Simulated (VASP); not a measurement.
## BaZrO3: single point with LDA

Crystal: BaZrO3.

```
Ba Zr O
1.0
     4.10589    0.00000    0.00000
     0.00000    4.10589    0.00000
     0.00000    0.00000    4.16895
Ba Zr O
1 1 3
Direct
  0.00000 0.00000 0.00000
  0.50000 0.50000 0.50000
  0.00000 0.50000 0.50000
  0.50000 0.00000 0.50000
  0.50000 0.50000 0.00000
```

This cell differs from its parent crystal: in-plane strain -0.01, then relaxed in part.

```json
{
  "Program": "VASP 6.6.1",
  "Task": "single point",
  "Functional": "LDA",
  "Potentials or basis": "VASP PAW LDA potentials, release 64 (Ba_sv, Zr_sv, O_h)",
  "Cutoff": "1340 eV",
  "k mesh": "4 × 4 × 4",
  "Occupations": "gaussian, width 0.01 eV",
  "Spin": "no spin polarisation",
  "Dipole correction": "no",
  "Further INCAR settings": "ALGO = Normal; EDIFF = 1e-06; NBANDS = 28"
}
```

- Pressure: 4.4 GPa
- Band gap on the k mesh: 3.12 eV (least direct gap 3.27 eV)

Stress tensor (GPa, compression positive):
```
5.71 0.00 0.00
0.00 5.71 0.00
0.00 0.00 1.64
```

Levels at points of the mesh, in eV from the valence-band top:
```csv
k point,band 17,band 18,band 19,band 20,band 21,band 22,band 23,band 24
"(0.00, 0.00, 0.00)",-1.07,-0.20,-0.16,-0.16,3.12,3.12,3.19,4.48
"(0.50, 0.00, 0.00)",-1.90,-1.87,-0.42,-0.37,3.63,6.00,6.01,6.55
"(0.50, 0.50, 0.00)",-0.87,-0.87,-0.73,-0.08,5.95,5.95,6.71,6.75
"(0.00, 0.00, 0.50)",-1.74,-1.74,-0.36,-0.36,3.66,5.82,5.82,6.36
"(0.50, 0.00, 0.50)",-0.98,-0.98,-0.64,-0.12,5.79,5.97,6.58,6.75
"(0.50, 0.50, 0.50)",-2.55,-0.03,-0.03,0.00,6.04,6.04,6.14,7.31
```

Run time: 98 s on 1 thread of Intel(R) Xeon(R) Platinum 8375C CPU @ 2.90GHz (Ice Lake), with other jobs on the host, peak memory 0.38 GiB.

Caveat: the cell differs from its parent crystal (in-plane strain -0.01, then relaxed in part); the cell stands under pressure; spin-orbit coupling is left out, which moves the levels of the heavy elements. A k mesh can miss the band edges.
